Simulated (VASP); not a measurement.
# Ir (Pm-3m) in VASP: notebook

Ir is run at these levels: revPBE; tasks: single point.

Program: VASP 6.6.1. These are calculated values, not measurements. Logs are shortened: lines on timing, memory, paths and dates and some standing lists are left out, and cuts for length are marked.

## Step 1: The cell of the first run

The structure is cubic, space group Pm-3m (No. 221). Conventional cell: a = 2.474 Å, b = 2.474 Å, c = 2.474 Å, α = 90.00°, β = 90.00°, γ = 90.00°. Ir (site symmetry m-3m) has 6 Ir at 2.47 Å within 3.3 Å.

## Step 2: Single point, revPBE (volume scaled by 0.88)

INCAR reads:

```
SYSTEM = Ir
ALGO     = Normal         ! electronic algorithm
EDIFF    = 1E-6           ! SCF threshold, eV
ENCUT    = 520            ! plane-wave cutoff, eV
GGA      = RE             ! functional
ISIF     = 2              ! what is computed and relaxed
ISMEAR   = -1             ! smearing method
LASPH    = .True.         ! aspherical terms in the spheres
LCHARG   = .True.         ! write CHGCAR
LELF     = .True.         ! ELF
LREAL    = .False.        ! projectors in reciprocal space
LVHAR    = .True.       
LWAVE    = .False.        ! write WAVECAR
NBANDS   = 10             ! bands
NELM     = 80             ! most SCF steps
PREC     = Accurate       ! precision mode
SIGMA    = 0.1            ! smearing width, eV
```

KPOINTS reads:

```
k-points
0
Gamma
  14 14 14
  0 0 0
```

POSCAR reads:

```
Ir
1.0
    2.4736530999      0.0000000000      0.0000000000
    0.0000000000      2.4736530999      0.0000000000
    0.0000000000      0.0000000000      2.4736530999
Ir
1
Direct
    0.0000000000      0.0000000000      0.0000000000
```

Potentials or basis: VASP PAW PBE potentials, release 64 (Ir).

Launch:

```bash
$ cat potpaw_PBE.64/Ir/POTCAR > POTCAR
$ mpirun -np 1 vasp_std > vasp.out
```

OUTCAR:

```text
SYSTEM = Ir
   EDIFF = 1E-6
   ENCUT = 520
   GGA = RE
   ISIF = 2
   ISMEAR = -1
   LASPH = .True.
   LREAL = .False.
   NELM = 80
   PREC = Accurate

 ion  position               nearest neighbor table
   1  0.000  0.000  0.000-

  LATTYP: Found a simple cubic cell.
 ALAT       =     2.4736530999

  Lattice vectors:

 A1 = (   2.4736530999,   0.0000000000,   0.0000000000)
 A2 = (   0.0000000000,   2.4736530999,   0.0000000000)
 A3 = (   0.0000000000,   0.0000000000,   2.4736530999)

Analysis of symmetry for initial positions (statically):
=====================================================================
 Subroutine PRICEL returns:
 Original cell was already a primitive cell.

 Routine SETGRP: Setting up the symmetry group for a
 simple cubic supercell.

 Subroutine GETGRP returns: Found 48 space group operations
 (whereof 48 operations were pure point group operations)
 out of a pool of 48 trial point group operations.

The static configuration has the point symmetry O_h .

Analysis of symmetry for dynamics (positions and initial velocities):
=====================================================================
 Subroutine PRICEL returns:
 Original cell was already a primitive cell.

 Routine SETGRP: Setting up the symmetry group for a
 simple cubic supercell.

 Subroutine GETGRP returns: Found 48 space group operations
 (whereof 48 operations were pure point group operations)
 out of a pool of 48 trial point group operations.

The dynamic configuration has the point symmetry O_h .

 Subroutine INISYM returns: Found 48 space group operations
 (whereof 48 operations are pure point group operations),
 and found     1 'primitive' translations

----------------------------------------------------------------------------------------

                                     Primitive cell

  volume of cell :      15.1362

  direct lattice vectors                    reciprocal lattice vectors
     2.473653100  0.000000000  0.000000000     0.404260403  0.000000000  0.000000000
     0.000000000  2.473653100  0.000000000     0.000000000  0.404260403  0.000000000
     0.000000000  0.000000000  2.473653100     0.000000000  0.000000000  0.404260403

  length of vectors
     2.473653100  2.473653100  2.473653100     0.404260403  0.404260403  0.404260403

  position of ions in fractional coordinates (direct lattice)
     0.000000000  0.000000000  0.000000000

  ion indices of the primitive-cell ions
   primitive index   ion index
                 1           1

----------------------------------------------------------------------------------------

 KPOINTS: k-points

Automatic generation of k-mesh.
 Grid dimensions read from file:
 generate k-points for:   14   14   14

 Generating k-lattice:

  Cartesian coordinates                     Fractional coordinates (reciprocal lattice)
     0.028875743  0.000000000  0.000000000     0.071428571  0.000000000  0.000000000
     0.000000000  0.028875743  0.000000000     0.000000000  0.071428571  0.000000000
     0.000000000  0.000000000  0.028875743     0.000000000  0.000000000  0.071428571

  Length of vectors
     0.028875743  0.028875743  0.028875743

  Shift w.r.t. Gamma in fractional coordinates (k-lattice)
     0.000000000  0.000000000  0.000000000

 Subroutine IBZKPT returns following result:
 ===========================================

 Found    120 irreducible k-points:

 Following reciprocal coordinates:
            Coordinates               Weight
  0.000000  0.000000  0.000000      1.000000
  0.071429  0.000000  0.000000      6.000000
  0.142857  0.000000  0.000000      6.000000
  0.214286  0.000000  0.000000      6.000000
  0.285714  0.000000  0.000000      6.000000
  0.357143  0.000000  0.000000      6.000000
[... 16 lines left out ...]
  0.285714  0.214286  0.000000     24.000000
  0.357143  0.214286  0.000000     24.000000
 [... further k-points ...]
   k-points           NKPTS =    120   k-points in BZ     NKDIM =    120   number of bands    NBANDS=     10
   number of dos      NEDOS =    301   number of ions     NIONS =      1
   total plane-waves  NPLWV =   5832
   dimension x,y,z NGX =    18 NGY =   18 NGZ =   18
   dimension x,y,z NGXF=    36 NGYF=   36 NGZF=   36
   ions per type =               1
   NGX,Y,Z   is equivalent  to a cutoff of  12.10, 12.10, 12.10 a.u.
   NGXF,Y,Z  is equivalent  to a cutoff of  24.19, 24.19, 24.19 a.u.
 SYSTEM =  Ir
   PREC   = accura    normal or accurate (medium, high low for compatibility)
   ISTART =      0    job   : 0-new  1-cont  2-samecut
   ICHARG =      2    charge: 1-file 2-atom 10-const
   ISPIN  =      1    spin polarized calculation?
   LNONCOLLINEAR =      F non collinear calculations
   LSORBIT =      F    spin-orbit coupling
   LASPH  =      T    aspherical Exc in radial PAW
   ENCUT  =  520.0 eV  38.22 Ry    6.18 a.u.   4.60  4.60  4.60*2*pi/ulx,y,z
   NELM   =     80;   NELMIN=  2; NELMDL= -5     # of ELM steps
   EDIFF  = 0.1E-05   stopping-criterion for ELM
   LREAL  =      F    real-space projection
   EDIFFG = 0.1E-04   stopping-criterion for IOM
   NSW    =      0    number of steps for IOM
   IBRION =     -1    ionic relax: 0-MD 1-quasi-New 2-CG
   NFREE  =      0    steps in history (QN), initial steepest desc. (CG)
   ISIF   =      2    stress and relaxation
   ISYM   =      2    0-nonsym 1-usesym 2-fastsym
   POTIM  = 0.5000    time-step for ionic-motion
   TEBEG  =    0.0;   TEEND  =   0.0 temperature during run
   PSTRESS=    0.0 pullay stress
   NELECT =       9.0000    total number of electrons
   NUPDOWN=      -1.0000    fix difference up-down
   EMIN   =  10.00;   EMAX   =-10.00  energy-range for DOS
   EFERMI =   0.00;   METHOD = LEGACY
   ISMEAR =    -1;   SIGMA  =   0.10  broadening in eV -4-tet -1-fermi 0-gaus
   EFERMI_NEDOS =   21; number of points for ismear=-14 and -15
   IALGO  =     38    algorithm
   IMIX   =      4    mixing-type and parameters
     AMIX     =   0.40;   BMIX     =  1.00
     AMIX_MAG =   1.60;   BMIX_MAG =  1.00
  volume/ion in A,a.u.               =      15.14       102.14
  Fermi-wavevector in a.u.,A,eV,Ry     =   1.376629  2.601451 25.784497  1.895107
  Thomas-Fermi vector in A             =   2.501856
   LORBIT       =      0    0 simple, 1 ext, 2 COOP (PROOUT), +10 PAW based schemes
   GGA     = RE    functional components
   LHFCALC =     F    Hartree Fock is set to
   AEXX    =    0.0000 exact exchange contribution
   IVDW    =     0    specifies the selected vdW correction
   LEPSILON=     F    determine dielectric tensor
   LRPA    =     F    only Hartree local field effects (RPA)
 non-spin polarized calculation
  energy-cutoff  :      520.00
  volume of cell :       15.14
 maximum number of plane-waves:       437
   NGX =  9   NGY =  9   NGZ =  9

 number of electron       8.9999999 magnetization

 Free energy of the ion-electron system (eV)
  ---------------------------------------------------
  ext. energy  EPLUGINS =         0.00000000
  ---------------------------------------------------
  free energy    TOTEN  =        -7.15228195 eV

  energy without entropy =       -7.11266537  energy(sigma->0) =       -7.13247366

 E-fermi :   9.2393     XC(G=0): -13.3778

 val. band max:        9.1994330869   @ k =   0.1429   0.1429   0.0714
 cond. band min:       9.2965058256   @ k =   0.2143   0.0000   0.0000
 fundamental gap:      0.0970727387
 Fermi energy:         9.2393021614

 k-point     1 :       0.0000    0.0000    0.0000
  band No.  band energies     occupation
      1      -0.9042      2.00000
      2       2.2654      2.00000
      3       2.2654      2.00000
      4      10.8043      0.00000
      5      10.8043      0.00000
      6      10.8043      0.00000
      7      25.5981      0.00000
      8      25.5981      0.00000
      9      25.5981      0.00000
     10      32.1374      0.00000

 k-point     2 :       0.0714    0.0000    0.0000
  band No.  band energies     occupation
      1      -0.7280      2.00000
      2       2.3042      2.00000
      3       2.4487      2.00000
      4      10.5882      0.00000
      5      10.5882      0.00000
      6      10.8207      0.00000
      7      24.5259      0.00000
      8      25.9401      0.00000
      9      25.9401      0.00000
     10      32.8451      0.00000

 k-point     3 :       0.1429    0.0000    0.0000
  band No.  band energies     occupation
      1      -0.2518      2.00000
      2       2.4144      2.00000
      3       3.0133      2.00000
      4      10.0246      0.00078
      5      10.0246      0.00078
      6      10.8667      0.00000
      7      22.4405      0.00000
      8      26.8675      0.00000
      9      26.8675      0.00000
     10      31.5300      0.00000

 k-point     4 :       0.2143    0.0000    0.0000
  band No.  band energies     occupation
      1       0.3943      2.00000
      2       2.5784      2.00000
      3       3.9704      2.00000
      4       9.2965      0.72153
      5       9.2965      0.72153
      6      10.9338      0.00000
      7      20.3160      0.00000
      8      28.1616      0.00000
      9      28.1616      0.00000
     10      29.5627      0.00000
[... 222 lines left out ...]
 k-point    22 :       0.2143    0.2143    0.0000
  band No.  band energies     occupation
      1       1.6070      2.00000
      2       3.6722      2.00000
      3       4.7850      2.00000
      4       7.8170      2.00000
      5       9.3325      0.56517
      6       9.6520      0.03176
      7      22.1071      0.00000
      8      22.5804      0.00000
      9      29.9010      0.00000
     10      30.8532      0.00000

 k-point    23 :       0.2857    0.2143    0.0000
  band No.  band energies     occupation
      1       2.1431      2.00000
      2       3.9439      2.00000
      3       5.5525      2.00000
      4       7.7265      2.00000
      5       8.7670      1.98239
      6       9.6318      0.03871
      7      20.1906      0.00000
      8      23.5235      0.00000
      9      29.1667      0.00000
     10      32.3405      0.00000

 k-point    24 :       0.3571    0.2143    0.0000
  band No.  band energies     occupation
      1       2.6086      2.00000
      2       4.0337      2.00000
      3       5.6187      2.00000
      4       8.2110      1.99993
      5       8.9182      1.92250
      6       9.7167      0.01675
      7      18.3513      0.00000
      8      24.6743      0.00000
      9      28.3233      0.00000
     10      33.1464      0.00000

 [... further k-points ...]

------------------------ aborting loop because EDIFF is reached ----------------------------------------

  FORCE on cell =-STRESS in cart. coord.  units (eV):
  Direction    XX          YY          ZZ          XY          YZ          ZX
  --------------------------------------------------------------------------------------
  -------------------------------------------------------------------------------------
  Total        3.8604681      3.8604681      3.8604681      0.0000000      0.0000000      0.0000000
  in kB      408.6336870    408.6336870    408.6336870      0.0000000      0.0000000      0.0000000
  external PRESSURE =     408.6336870 kB  Pullay stress =       0.0000000 kB

 VOLUME and BASIS-vectors are now :
 -----------------------------------------------------------------------------
  energy-cutoff  :      520.00
  volume of cell :       15.14
      direct lattice vectors                 reciprocal lattice vectors
     2.473653100  0.000000000  0.000000000     0.404260403  0.000000000  0.000000000
     0.000000000  2.473653100  0.000000000     0.000000000  0.404260403  0.000000000
     0.000000000  0.000000000  2.473653100     0.000000000  0.000000000  0.404260403

 POSITION                                       TOTAL-FORCE (eV/Angst)
 -----------------------------------------------------------------------------------
      0.00000      0.00000      0.00000         0.000000      0.000000      0.000000
 -----------------------------------------------------------------------------------
    total drift:                               -0.000000      0.000000      0.000000

  FREE ENERGIE OF THE ION-ELECTRON SYSTEM (eV)
  ---------------------------------------------------
  free  energy   TOTEN  =        -7.1522819513 eV

  energy  without entropy=       -7.1126653681  energy(sigma->0) =       -7.13247366
```

It took 7.1 s on 1 thread of Intel Xeon Platinum 8375C at 2.90GHz (Ice Lake), shared host; peak memory 0.13 GiB.

Results:

- Free energy: -7.1523 eV
- Pressure: 40.9 GPa

Caveat: the PAW data sets were made with another functional, which shifts forces and pressure a little; spin-orbit coupling is left out, which moves the levels of the heavy elements.

[end of part 1 of 2]
